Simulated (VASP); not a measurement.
The system is Al.

```xyz
2
Lattice="3.6389 0.0000 0.0000 -0.9739 2.7840 0.0000 1.1974 -0.9922 3.2519" Properties=species:S:1:pos:R:3 pbc="T T T"
Al    1.9034    2.1808    1.6575
Al    3.7685    0.8007    2.0406
```

```yaml
Program: VASP 6.6.1
Task: relaxation of cell and atoms
Functional: PBE
Potentials_or_basis: VASP PAW PBE potentials, release 64 (Al)
Cutoff: 600 eV
k_mesh: 6 × 6 × 6
Occupations: gaussian, width 0.1 eV
Spin: no spin polarisation
```

At the start: pressure 69.7 GPa; volume 16.47 Å³/atom.

Q: Where does the relaxation end?

A: Over 42 steps the energy falls by 3617.1 meV/atom and the volume is 16.52 Å³/atom (+0.3 %); space group R-3m (No. 166, to 0.05 Å).

The path:
```csv
step,energy change (eV),largest force (eV/Å),pressure (GPa),volume (Å³)
1,0.0000,17.9901,69.66,32.94
3,7.3120,37.2944,38.39,61.76
5,-3.1662,5.1608,1.25,84.78
7,-3.6185,1.2296,-2.67,101.15
9,-3.7218,1.3756,-2.71,96.52
11,-4.8439,1.7232,-4.66,66.77
13,-6.7771,0.8215,5.84,33.67
15,-6.9172,0.3510,2.04,34.50
17,-7.0259,0.1753,-3.60,36.45
19,-7.0503,0.2522,0.65,33.99
21,-7.1277,0.1183,-0.25,33.89
23,-7.1608,0.1054,0.89,33.03
25,-7.1827,0.1543,-0.30,33.36
27,-7.1846,0.1635,-0.56,33.43
29,-7.1945,0.1928,-0.65,33.43
31,-7.2108,0.1923,0.02,33.10
33,-7.2207,0.1402,0.24,33.02
35,-7.2240,0.1176,-0.02,33.15
37,-7.2278,0.0948,-0.22,33.15
39,-7.2319,0.0872,0.75,32.71
41,-7.2337,0.0601,-0.09,33.05
42,-7.2342,0.0289,-0.06,33.04
```

Final structure:
```
CELL_PARAMETERS angstrom
4.74325 1.40848 -0.98818
-0.10861 2.78301 -0.47648
0.83654 -0.99775 2.52088
ATOMIC_POSITIONS crystal
Al 0.53921 0.73724 0.31808
Al 0.04036 0.73901 0.81915
```

Caveat: the k points lie up to 0.45 Å⁻¹ apart in the final cell.
